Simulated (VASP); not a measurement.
Input of a VASP 6.6.1 run:

Contents of POSCAR:

```
GaSb
1.0
    0.0000000000      2.9825250000      2.9825250000
    2.9825250000      0.0000000000      2.9825250000
    2.9825250000      2.9825250000      0.0000000000
Ga Sb
1 1
Direct
    0.0000000000      0.0000000000      0.0000000000
    0.7500000000      0.7500000000      0.7500000000
```

INCAR.step1

```
PREC = Accurate ; ENCUT = 520
ISMEAR = 0 ; SIGMA = 0.05
LREAL = False ; LASPH = True
NELM = 100 ; NBANDS = 16
GGA = PE ; ALGO = Normal
EDIFF = 1E-4 ; LWAVE = True
LCHARG = False
```

The input INCAR.step2:

```
PREC = Accurate ; ENCUT = 520
EDIFF = 1E-7 ; ISMEAR = 0
SIGMA = 0.05 ; LREAL = False
LASPH = True ; NELM = 100
ALGO = Normal ; ISIF = 2
LWAVE = False ; LCHARG = False
METAGGA = R2SCAN ; LMIXTAU = True
NBANDS = 16 ; ISTART = 1
```

KPOINTS

```
Automatic mesh
0
Gamma
  10 10 10
```

Potentials or basis: VASP PAW PBE potentials, release 64 (Ga_d, Sb).

Launch:

```sh
$ cat potpaw_PBE.64/Ga_d/POTCAR potpaw_PBE.64/Sb/POTCAR > POTCAR
$ cp INCAR.step1 INCAR
$ mpirun -np 1 vasp_std > vasp.out
$ cp INCAR.step2 INCAR
$ mpirun -np 1 vasp_std > vasp.out
```

Task: What does it give for the pressure?

Result: 5.5 GPa.

Task: Estimate the band gap on the k mesh.

Result: 0.87 eV, indirect (least direct gap 1.04 eV).

Caveat: the cell differs from its parent crystal (strain -0.025 along x and y, -0.025 along z); the PAW data sets were made with another functional, which shifts forces and pressure a little; spin-orbit coupling is left out, which moves the levels of the heavy elements. A k mesh can miss the band edges.
